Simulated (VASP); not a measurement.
Set up this calculation in VASP 6.6.1, as the native input.

| Item | Value |
| --- | --- |
| Task | single point |
| Functional | PBEsol |
| Potentials or basis | VASP PAW PBE potentials, release 64 (Al, Ni) |
| Cutoff | 520 eV |
| k mesh | 16 × 16 × 16 |
| Occupations | gaussian, width 0.15 eV |
| Spin | no spin polarisation |
| Dipole correction | no |
| Further INCAR settings | ALGO = Fast; EDIFF = 1e-07; NBANDS = 14 |

The structure of AlNi lies in POSCAR:

```
AlNi
1.0
    2.9333689589      0.0000000000      0.0000000000
    0.0000000000      2.9333689589      0.0000000000
    0.0000000000      0.0000000000      2.9333689589
Al Ni
1 1
Direct
    0.0000000000      0.0000000000     -0.0066391239
    0.5000000000      0.5000000000      0.5030520259
```

This cell differs from its parent crystal: atoms displaced along a vibrational mode, the cell strained.

One way to write it, as run:

INCAR

```
  PREC = Accurate
  ENCUT = 520
  EDIFF = 1E-7
  ISMEAR = 0
  SIGMA = 0.15
  LREAL = F
  LASPH = T
  NELM = 100
  ALGO = Fast
  ISIF = 2
  LWAVE = F
  LCHARG = T
  GGA = PS
  LELF = T
  LVHAR = T
  NBANDS = 14
```

KPOINTS

```
Automatic mesh
0
Gamma
  16 16 16
```

Potentials or basis: VASP PAW PBE potentials, release 64 (Al, Ni).

Command:

```console
$ cat potpaw_PBE.64/Al/POTCAR potpaw_PBE.64/Ni/POTCAR > POTCAR
$ mpirun -np 1 vasp_std > vasp.out
```

It gave:

The pressure is -10.6 GPa and the largest force is 0.130 eV/Å. The band gap on the k mesh is zero (an odd number of electrons rules out a gap without spin polarisation).

Caveat: the cell differs from its parent crystal (atoms displaced along a vibrational mode, the cell strained); the cell stands under tension; the PAW data sets were made with another functional, which shifts forces and pressure a little.

It took 48 s on 1 thread of Intel(R) Xeon(R) 6975P-C (Granite Rapids), on a shared host, peak memory 0.26 GiB.
